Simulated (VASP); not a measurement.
# HPbNO4 (P2_1/m) in VASP: a series of runs

HPbNO4 is run at these levels: PBE; tasks: single point.

Everything below comes from runs of VASP 6.6.1. Logs are shortened: lines on timing, memory, paths and dates and some standing lists are left out, and cuts for length are marked.

### Step 1. The cell of the first run

Symmetry: P2_1/m, No. 11, monoclinic system. The conventional cell has a = 6.859 Å, b = 4.229 Å, c = 8.026 Å, α = 90.00°, β = 114.99°, γ = 90.00°. Within 1.3 Å of H (site symmetry m) lie 1 O at 0.99 Å. Pb (site symmetry m) has 8 O at 2.47 to 3.14 Å and 3 H at 2.95 Å and 1 N at 3.26 Å within 3.3 Å. N (site symmetry m) has 3 O at 1.24 to 1.28 Å within 1.7 Å. O (site symmetry m) has 1 H at 0.99 Å within 1.3 Å. O (site symmetry m) has 1 N at 1.24 Å within 1.7 Å. O (site symmetry m) has 1 N at 1.27 Å within 1.7 Å. Within 1.7 Å of O (site symmetry m) lie 1 N at 1.28 Å.

### Step 2. Single point, PBE

The input, INCAR:

```
SYSTEM = HPbNO4
  ALGO = Normal
  EDIFF = 1E-7
  ENCUT = 520
  GGA = PE
  ISIF = 2
  ISMEAR = -1
  LASPH = .TRUE.
  LCHARG = .FALSE.
  LREAL = .FALSE.
  LWAVE = .FALSE.
  NBANDS = 57
  NELM = 100
  PREC = Accurate
  SIGMA = 0.05
```

The input, KPOINTS:

```
k-points
0
G
  3 4 3
  0 0 0
```

The input, POSCAR:

```
HPbNO4
1.0
    6.8587700000      0.0000000000      0.0000000000
    0.0000000000      4.2286500000      0.0000000000
   -3.3910100000      0.0000000000      7.2745900000
H Pb N O
2 2 2 8
Direct
    0.2254900000      0.7500000000      0.5073000000
    0.7745100000      0.2500000000      0.4927000000
    0.3022900000      0.2500000000      0.2849400000
    0.6977100000      0.7500000000      0.7150600000
    0.2148400000      0.7500000000      0.8356700000
    0.7851600000      0.2500000000      0.1643300000
    0.3307800000      0.7500000000      0.4533800000
    0.4090900000      0.7500000000      0.8690100000
    0.1550800000      0.7500000000      0.9653700000
    0.0708300000      0.7500000000      0.6695500000
    0.6692200000      0.2500000000      0.5466100000
    0.5909100000      0.2500000000      0.1309900000
    0.8449200000      0.2500000000      0.0346300000
    0.9291700000      0.2500000000      0.3304500000
```

Potentials or basis: VASP PAW PBE potentials, release 64 (H, Pb_d, N, O).

The run is started by

```
cat potpaw_PBE.64/H/POTCAR potpaw_PBE.64/Pb_d/POTCAR potpaw_PBE.64/N/POTCAR potpaw_PBE.64/O/POTCAR > POTCAR
mpirun -np 1 vasp_std > vasp.out
```

OUTCAR:

```text
SYSTEM = HPbNO4
   EDIFF = 1E-7
   ENCUT = 520
   GGA = PE
   ISIF = 2
   ISMEAR = -1
   LASPH = .TRUE.
   LREAL = .FALSE.
   NELM = 100
   PREC = Accurate

 ion  position               nearest neighbor table
   1  0.225  0.750  0.507-   7 0.99
   2  0.775  0.250  0.493-  11 0.99
   3  0.302  0.250  0.285-   7 2.47   7 2.47  11 2.51  14 2.73  12 2.74  13 2.92   4 3.98   4 3.98

   4  0.698  0.750  0.715-  11 2.47  11 2.47   7 2.51  10 2.73   8 2.74   9 2.92   3 3.98   3 3.98

   5  0.215  0.750  0.836-   8 1.24   9 1.27  10 1.28
   6  0.785  0.250  0.164-  12 1.24  13 1.27  14 1.28
   7  0.331  0.750  0.453-   1 0.99   3 2.47   3 2.47   4 2.51
   8  0.409  0.750  0.869-   5 1.24   4 2.74
   9  0.155  0.750  0.965-   5 1.27   4 2.92
  10  0.071  0.750  0.670-   5 1.28   4 2.73
  11  0.669  0.250  0.547-   2 0.99   4 2.47   4 2.47   3 2.51
  12  0.591  0.250  0.131-   6 1.24   3 2.74
  13  0.845  0.250  0.035-   6 1.27   3 2.92
  14  0.929  0.250  0.330-   6 1.28   3 2.73

  LATTYP: Found a simple monoclinic cell.
 ALAT       =     6.8587700000
 B/A-ratio  =     0.6165318271
 C/A-ratio  =     1.1701982117
 COS(beta)  =    -0.4224967775

  Lattice vectors:

 A1 = (   6.8587700000,   0.0000000000,   0.0000000000)
 A2 = (   0.0000000000,   4.2286500000,   0.0000000000)
 A3 = (  -3.3910100000,   0.0000000000,   7.2745900000)

Analysis of symmetry for initial positions (statically):
=====================================================================
 Subroutine PRICEL returns:
 Original cell was already a primitive cell.

 Routine SETGRP: Setting up the symmetry group for a
 simple monoclinic supercell.

 Subroutine GETGRP returns: Found  2 space group operations
 (whereof  1 operations were pure point group operations)
 out of a pool of  4 trial point group operations.

The static configuration has the point symmetry C_1 .
 The point group associated with its full space group is C_1h.

Analysis of symmetry for dynamics (positions and initial velocities):
=====================================================================
 Subroutine PRICEL returns:
 Original cell was already a primitive cell.

 Routine SETGRP: Setting up the symmetry group for a
 simple monoclinic supercell.

 Subroutine GETGRP returns: Found  2 space group operations
 (whereof  1 operations were pure point group operations)
 out of a pool of  4 trial point group operations.

The dynamic configuration has the point symmetry C_1 .
 The point group associated with its full space group is C_1h.

 Subroutine INISYM returns: Found  2 space group operations
 (whereof  1 operations are pure point group operations),
 and found     1 'primitive' translations

----------------------------------------------------------------------------------------

                                     Primitive cell

  volume of cell :     210.9874

  direct lattice vectors                    reciprocal lattice vectors
     6.858770000  0.000000000  0.000000000     0.145798737  0.000000000  0.067963277
     0.000000000  4.228650000  0.000000000     0.000000000  0.236482092  0.000000000
    -3.391010000  0.000000000  7.274590000     0.000000000  0.000000000  0.137464792

  length of vectors
     6.858770000  4.228650000  8.026120388     0.160861054  0.236482092  0.137464792

  position of ions in fractional coordinates (direct lattice)
     0.225490000  0.750000000  0.507300000
     0.774510000  0.250000000  0.492700000
     0.302290000  0.250000000  0.284940000
     0.697710000  0.750000000  0.715060000
     0.214840000  0.750000000  0.835670000
     0.785160000  0.250000000  0.164330000
     0.330780000  0.750000000  0.453380000
     0.409090000  0.750000000  0.869010000
     0.155080000  0.750000000  0.965370000
     0.070830000  0.750000000  0.669550000
     0.669220000  0.250000000  0.546610000
     0.590910000  0.250000000  0.130990000
     0.844920000  0.250000000  0.034630000
     0.929170000  0.250000000  0.330450000

  ion indices of the primitive-cell ions
   primitive index   ion index
                 1           1
                 2           2
                 3           3
                 4           4
                 5           5
                 6           6
                 7           7
                 8           8
                 9           9
                10          10
                11          11
                12          12
                13          13
                14          14

----------------------------------------------------------------------------------------

 KPOINTS: k-points

Automatic generation of k-mesh.
 Grid dimensions read from file:
 generate k-points for:    3    4    3

 Generating k-lattice:

  Cartesian coordinates                     Fractional coordinates (reciprocal lattice)
     0.048599579  0.000000000  0.022654426     0.333333333  0.000000000  0.000000000
     0.000000000  0.059120523  0.000000000     0.000000000  0.250000000  0.000000000
     0.000000000  0.000000000  0.045821597     0.000000000  0.000000000  0.333333333

  Length of vectors
     0.053620351  0.059120523  0.045821597

  Shift w.r.t. Gamma in fractional coordinates (k-lattice)
     0.000000000  0.000000000  0.000000000

 Subroutine IBZKPT returns following result:
 ===========================================

 Found     15 irreducible k-points:

 Following reciprocal coordinates:
            Coordinates               Weight
  0.000000  0.000000  0.000000      1.000000
  0.333333  0.000000  0.000000      2.000000
  0.000000  0.250000  0.000000      2.000000
  0.333333  0.250000  0.000000      4.000000
  0.000000  0.500000  0.000000      1.000000
  0.333333  0.500000  0.000000      2.000000
  0.000000  0.000000  0.333333      2.000000
  0.333333  0.000000  0.333333      2.000000
 -0.333333  0.000000  0.333333      2.000000
  0.000000  0.250000  0.333333      4.000000
  0.333333  0.250000  0.333333      4.000000
 -0.333333  0.250000  0.333333      4.000000
  0.000000  0.500000  0.333333      2.000000
  0.333333  0.500000  0.333333      2.000000
 -0.333333  0.500000  0.333333      2.000000
   k-points           NKPTS =     15   k-points in BZ     NKDIM =     15   number of bands    NBANDS=     57
   number of dos      NEDOS =    301   number of ions     NIONS =     14
   total plane-waves  NPLWV = 103680
   dimension x,y,z NGX =    54 NGY =   32 NGZ =   60
   dimension x,y,z NGXF=   108 NGYF=   64 NGZF=  120
   ions per type =               2   2   2   8
   NGX,Y,Z   is equivalent  to a cutoff of  13.09, 12.58, 12.43 a.u.
   NGXF,Y,Z  is equivalent  to a cutoff of  26.18, 25.16, 24.86 a.u.
 SYSTEM =  HPbNO4
   PREC   = accura    normal or accurate (medium, high low for compatibility)
   ISTART =      0    job   : 0-new  1-cont  2-samecut
   ICHARG =      2    charge: 1-file 2-atom 10-const
   ISPIN  =      1    spin polarized calculation?
   LNONCOLLINEAR =      F non collinear calculations
   LSORBIT =      F    spin-orbit coupling
   LASPH  =      T    aspherical Exc in radial PAW
   ENCUT  =  520.0 eV  38.22 Ry    6.18 a.u.  12.75  7.86 14.92*2*pi/ulx,y,z
   NELM   =    100;   NELMIN=  2; NELMDL= -5     # of ELM steps
   EDIFF  = 0.1E-06   stopping-criterion for ELM
   LREAL  =      F    real-space projection
   EDIFFG = 0.1E-05   stopping-criterion for IOM
   NSW    =      0    number of steps for IOM
   IBRION =     -1    ionic relax: 0-MD 1-quasi-New 2-CG
   NFREE  =      0    steps in history (QN), initial steepest desc. (CG)
   ISIF   =      2    stress and relaxation
   ISYM   =      2    0-nonsym 1-usesym 2-fastsym
   POTIM  = 0.5000    time-step for ionic-motion
   TEBEG  =    0.0;   TEEND  =   0.0 temperature during run
   PSTRESS=    0.0 pullay stress
   NELECT =      88.0000    total number of electrons
   NUPDOWN=      -1.0000    fix difference up-down
   EMIN   =  10.00;   EMAX   =-10.00  energy-range for DOS
   EFERMI =   0.00;   METHOD = LEGACY
   ISMEAR =    -1;   SIGMA  =   0.05  broadening in eV -4-tet -1-fermi 0-gaus
   EFERMI_NEDOS =   21; number of points for ismear=-14 and -15
   IALGO  =     38    algorithm
   IMIX   =      4    mixing-type and parameters
     AMIX     =   0.40;   BMIX     =  1.00
     AMIX_MAG =   1.60;   BMIX_MAG =  1.00
  volume/ion in A,a.u.               =      15.07       101.70
  Fermi-wavevector in a.u.,A,eV,Ry     =   1.223161  2.311439 20.355980  1.496122
  Thomas-Fermi vector in A             =   2.358282
   LORBIT       =      0    0 simple, 1 ext, 2 COOP (PROOUT), +10 PAW based schemes
   GGA     = PE    functional components
   LHFCALC =     F    Hartree Fock is set to
   AEXX    =    0.0000 exact exchange contribution
   IVDW    =     0    specifies the selected vdW correction
   LEPSILON=     F    determine dielectric tensor
   LRPA    =     F    only Hartree local field effects (RPA)
 non-spin polarized calculation
  energy-cutoff  :      520.00
  volume of cell :      210.99
 maximum number of plane-waves:      5716
 NGX is ok and might be reduce to    54
   NGX = 25   NGY = 15   NGZ = 29

 number of electron      87.9999984 magnetization

 Free energy of the ion-electron system (eV)
  ---------------------------------------------------
  ext. energy  EPLUGINS =         0.00000000
  ---------------------------------------------------
  free energy    TOTEN  =       -81.10809970 eV

  energy without entropy =      -81.10809970  energy(sigma->0) =      -81.10809970

 E-fermi :   1.6654     XC(G=0):  -8.3888

 val. band max:        0.4711142801   @ k =  -0.3333   0.0000   0.3333
 cond. band min:       3.5670524255   @ k =   0.0000   0.2500   0.3333
 fundamental gap:      3.0959381454
 Fermi energy:         1.6654401773

 k-point     1 :       0.0000    0.0000    0.0000
  band No.  band energies     occupation
      1     -25.1434      2.00000
      2     -25.1058      2.00000
      3     -19.8220      2.00000
      4     -19.7399      2.00000
      5     -19.4605      2.00000
      6     -19.4055      2.00000
[... 48 lines left out ...]
     55       9.3775      0.00000
     56      10.1181      0.00000

 k-point     2 :       0.3333    0.0000    0.0000
  band No.  band energies     occupation
      1     -25.1375      2.00000
      2     -25.1109      2.00000
      3     -19.8139      2.00000
      4     -19.7573      2.00000
      5     -19.4546      2.00000
      6     -19.4106      2.00000
[... 48 lines left out ...]
     55       9.4534      0.00000
     56       9.7703      0.00000

 k-point     3 :       0.0000    0.2500    0.0000
  band No.  band energies     occupation
      1     -25.1355      2.00000
      2     -25.1089      2.00000
      3     -19.8077      2.00000
      4     -19.7497      2.00000
      5     -19.4505      2.00000
      6     -19.4115      2.00000
[... 641 lines left out ...]
 k-point    14 :       0.3333    0.5000    0.3333
  band No.  band energies     occupation
      1     -25.1192      2.00000
      2     -25.1192      2.00000
      3     -19.7806      2.00000
      4     -19.7805      2.00000
      5     -19.4292      2.00000
      6     -19.4291      2.00000
[... 48 lines left out ...]
     55       9.5178      0.00000
     56       9.5179      0.00000

 k-point    15 :      -0.3333    0.5000    0.3333
  band No.  band energies     occupation
      1     -25.1192      2.00000
      2     -25.1192      2.00000
      3     -19.7806      2.00000
      4     -19.7805      2.00000
      5     -19.4291      2.00000
      6     -19.4291      2.00000
[... 48 lines left out ...]
     55       9.1718      0.00000
     56       9.1719      0.00000
 [bands above 56 left out]

------------------------ aborting loop because EDIFF is reached ----------------------------------------

  FORCE on cell =-STRESS in cart. coord.  units (eV):
  Direction    XX          YY          ZZ          XY          YZ          ZX
  --------------------------------------------------------------------------------------
  -------------------------------------------------------------------------------------
  Total        1.4402053     -0.2282422      1.0368409      0.0000000      0.0000000     -0.0380300
  in kB       10.9365034     -1.7332056      7.8734704      0.0000000      0.0000000     -0.2887886
  external PRESSURE =       5.6922561 kB  Pullay stress =       0.0000000 kB

 VOLUME and BASIS-vectors are now :
 -----------------------------------------------------------------------------
  energy-cutoff  :      520.00
  volume of cell :      210.99
      direct lattice vectors                 reciprocal lattice vectors
     6.858770000  0.000000000  0.000000000     0.145798737  0.000000000  0.067963277
     0.000000000  4.228650000  0.000000000     0.000000000  0.236482092  0.000000000
    -3.391010000  0.000000000  7.274590000     0.000000000  0.000000000  0.137464792

 POSITION                                       TOTAL-FORCE (eV/Angst)
 -----------------------------------------------------------------------------------
     -0.17368      3.17149      3.69040        -0.091732      0.000000      0.036334
      3.64144      1.05716      3.58419         0.094010      0.000000     -0.037406
      1.10710      1.05716      2.07282         0.009596      0.000000     -0.008591
      2.36066      3.17149      5.20177        -0.009491      0.000000      0.008303
     -1.36023      3.17149      6.07916        -0.088980      0.000000     -0.021598
      4.82799      1.05716      1.19543         0.088922      0.000000      0.021711
      0.73133      3.17149      3.29815         0.074515      0.000000     -0.031075
     -0.14097      3.17149      6.32169         0.457075      0.000000      0.077258
     -2.20992      3.17149      7.02267        -0.241454      0.000000      0.259870
     -1.78464      3.17149      4.87070        -0.112997      0.000000     -0.314300
      2.73647      1.05716      3.97636        -0.076954      0.000000      0.032558
      3.60873      1.05716      0.95290        -0.457029      0.000000     -0.077304
      5.67768      1.05716      0.25192         0.241483      0.000000     -0.259973
      5.25240      1.05716      2.40389         0.113037      0.000000      0.314213
 -----------------------------------------------------------------------------------
    total drift:                                0.000009     -0.000000      0.000006

  FREE ENERGIE OF THE ION-ELECTRON SYSTEM (eV)
  ---------------------------------------------------
  free  energy   TOTEN  =       -81.1080996962 eV

  energy  without entropy=      -81.1080996962  energy(sigma->0) =      -81.10809970
```

Run time: 7.3 min. Hardware: 1 thread of AMD EPYC 7R13, shared host; peak memory 0.37 GiB.

Results:

- Free energy: -81.1081 eV
- Pressure: 0.6 GPa
- Largest force: 0.464 eV/Å
- Band gap on the k mesh: 3.10 eV (least direct gap 3.28 eV)

Forces in eV/Å, atoms in the order of the input:
```
H   -0.092  0.000  0.036
H    0.094  0.000 -0.037
Pb   0.010  0.000 -0.009
Pb  -0.009  0.000  0.008
N   -0.089  0.000 -0.022
N    0.089  0.000  0.022
O    0.075  0.000 -0.031
O    0.457  0.000  0.077
O   -0.241  0.000  0.260
O   -0.113  0.000 -0.314
O   -0.077  0.000  0.033
O   -0.457  0.000 -0.077
O    0.241  0.000 -0.260
O    0.113  0.000  0.314
```

Caveat: the standard files for N, O and F lose accuracy on very short bonds; spin-orbit coupling is left out, which moves the levels of the heavy elements.

### Step 3. Single point, PBE

The input, INCAR:

```
PREC = Accurate
ENCUT = 520
EDIFF = 1E-6
ISMEAR = -1
SIGMA = 0.05
LREAL = False
LASPH = True
NELM = 60
ALGO = Normal
ISIF = 2
LWAVE = False
LCHARG = False
GGA = PE
NBANDS = 57
```

The input, KPOINTS:

```
regular mesh
0
Gamma
  3 4 3
```

POSCAR is that of step 2.

Potentials or basis: VASP PAW PBE potentials, release 64 (H, Pb_d, N, O).

The run is started by

```
cat potpaw_PBE.64/H/POTCAR potpaw_PBE.64/Pb_d/POTCAR potpaw_PBE.64/N/POTCAR potpaw_PBE.64/O/POTCAR > POTCAR
mpirun -np 1 vasp_std > vasp.out
```

Wall time 7.2 min (1 thread of AMD EPYC 7R13, shared host); peak memory 0.37 GiB.

It converged, with:

```
Free energy            : -81.1081 eV
Pressure               : 0.6 GPa
Largest force          : 0.464 eV/Å
Band gap on the k mesh : 3.10 eV (least direct gap 3.28 eV)
```

Forces on the atoms (eV/Å):
```
H   -0.092  0.000  0.036
H    0.094  0.000 -0.037
Pb   0.010  0.000 -0.009
Pb  -0.010  0.000  0.008
N   -0.089  0.000 -0.021
N    0.089  0.000  0.022
O    0.075  0.000 -0.031
O    0.457  0.000  0.077
O   -0.241  0.000  0.260
O   -0.113  0.000 -0.314
O   -0.077  0.000  0.033
O   -0.457  0.000 -0.077
O    0.242  0.000 -0.260
O    0.113  0.000  0.314
```

Stress tensor (GPa, compression positive):
```
 1.09  0.00 -0.03
 0.00 -0.17  0.00
-0.03  0.00  0.79
```

Levels at points of the mesh, in eV from the valence-band top:
```tsv
k point	band 42	band 43	band 44	band 45	band 46	band 47
(0.00, 0.00, 0.00)	-0.33	-0.30	-0.05	3.23	3.89	4.23
(0.00, 0.50, 0.00)	-0.61	-0.25	-0.25	3.29	3.29	4.71
```

Caveat: the standard files for N, O and F lose accuracy on very short bonds; spin-orbit coupling is left out, which moves the levels of the heavy elements. A k mesh can miss the band edges.

(Part 1 of 2 ends here.)
